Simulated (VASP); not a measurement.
Set up this calculation in VASP 6.6.1, as the native input.

* Task: relaxation of cell and atoms
* Functional: r2SCAN
* Potentials or basis: VASP PAW PBE potentials, release 64 (Al)
* Cutoff: 600 eV
* k mesh: 14 × 14 × 7
* Occupations: methfessel-paxton, width 0.15 eV
* Spin: no spin polarisation
* Target pressure: 2 GPa
* Dipole correction: no
* Further INCAR settings: ALGO = Normal; EDIFF = 1e-06; IBRION = 2; EDIFFG = -0.01; NSW = 80; ISIF = 3

Crystal: Al.

```xyz
2
Lattice="2.8125 0.0000 0.0000 -1.4062 2.4357 0.0000 0.0000 0.0000 4.8669" Properties=species:S:1:pos:R:3 pbc="T T T"
Al    1.4062    0.8119    3.6501
Al    0.0000    1.6238    1.2167
```

One way to write it, as run:

POSCAR

```
Al
1.0
    2.8124550000      0.0000000000      0.0000000000
   -1.4062275000      2.4356574770      0.0000000000
    0.0000000000      0.0000000000      4.8668500000
Al
2
Direct
    0.6666670000      0.3333330000      0.7500000000
    0.3333330000      0.6666670000      0.2500000000
```

INCAR.step1

```
SYSTEM = Al
PREC = Accurate
ENCUT = 600
ISMEAR = 1
SIGMA = 0.15
LREAL = .FALSE.
LASPH = .TRUE.
NELM = 60
GGA = PE
ALGO = Normal
EDIFF = 1E-4
LWAVE = .TRUE.
LCHARG = .FALSE.
```

INCAR.step2

```
SYSTEM = Al
PREC = Accurate
ENCUT = 600
EDIFF = 1E-6
ISMEAR = 1
SIGMA = 0.15
LREAL = .FALSE.
LASPH = .TRUE.
NELM = 60
ALGO = Normal
ISIF = 3
LWAVE = .FALSE.
LCHARG = .FALSE.
METAGGA = R2SCAN
LMIXTAU = .TRUE.
IBRION = 2
NSW = 80
EDIFFG = -0.01
PSTRESS = 20.0
ISTART = 1
```

KPOINTS

```
Automatic mesh
0
G
  14 14 7
  0 0 0
```

Potentials or basis: VASP PAW PBE potentials, release 64 (Al).

Command:

```bash
$ cat potpaw_PBE.64/Al/POTCAR > POTCAR
$ cp INCAR.step1 INCAR
$ mpirun -np 1 vasp_std > vasp.out
$ cp INCAR.step2 INCAR
$ mpirun -np 1 vasp_std > vasp.out
```

It gave:

```yaml
Relaxed_volume: 15.62 Å³/atom
Relaxed_cell: a = 2.786 Å, b = 2.786 Å, c = 4.650 Å, α = 90.00°, β = 90.00°, γ = 120.00°
Space_group_after_relaxing_to_0.05_Å: P6_3/mmc (No. 194)
Energy_change_on_relaxing_the_enthalpy_is_what_falls: -7.3 meV/atom
Ionic_steps: 10
Pressure_after_relaxing: 2.0 GPa
Band_gap_on_the_k_mesh: zero (band 3 reaches 11.79 eV, above the bottom of band 4 at 5.49 eV)
```

Caveat: the cell is relaxed towards a set pressure, so the enthalpy falls and the energy may rise; the PAW data sets were made with another functional, which shifts forces and pressure a little.

Wall time 5.9 min on 1 thread of Intel(R) Xeon(R) Platinum 8259CL CPU @ 2.50GHz (Skylake/Cascade Lake) (shared host), peak memory 0.17 GiB.
